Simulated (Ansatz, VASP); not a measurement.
Two plane-wave programs on Cu

```
CELL_PARAMETERS angstrom
0.00000 1.86173 1.75327
1.86173 0.00000 1.75327
1.86173 1.86173 0.00000
ATOMIC_POSITIONS crystal
Cu 0.00000 0.00000 0.00000
```

Change from the starting cell: strain +0.030 along x and y, -0.030 along z, atoms carried along.

Alike in both runs: task single point; functional PBE; k mesh 22 × 22 × 22; occupations gaussian, width 0.15 eV; no spin polarisation.

|  | VASP | Ansatz |
| --- | --- | --- |
| version | VASP 6.6.1 | Ansatz 0.2.0 |
| potentials or method | VASP PAW PBE potentials, release 64 (Cu), cutoff 520 eV | scalar-relativistic, plane waves, PAW |
| valence electrons in the cell | 11 | 19 |

VASP gave:

```
gap on the k mesh at the Fermi level (eV)                     : none
pressure (GPa)                                                : -1.5
traceless stress, the component that is largest in VASP (GPa) : 1.78
```

Question: What did Ansatz give for the same quantities?

Answer: gap on the k mesh at the Fermi level (eV): none; pressure (GPa): -2.1; traceless stress, the component that is largest in VASP (GPa): 1.78.

A gap of «none» marks a metal or a gap that the smearing closes. The functional is the same, so the differences come from potentials, cutoffs and numerics. VASP's potentials hold 11 valence electrons a cell and Ansatz's 19, so a difference there can come from the potentials and not from the codes.
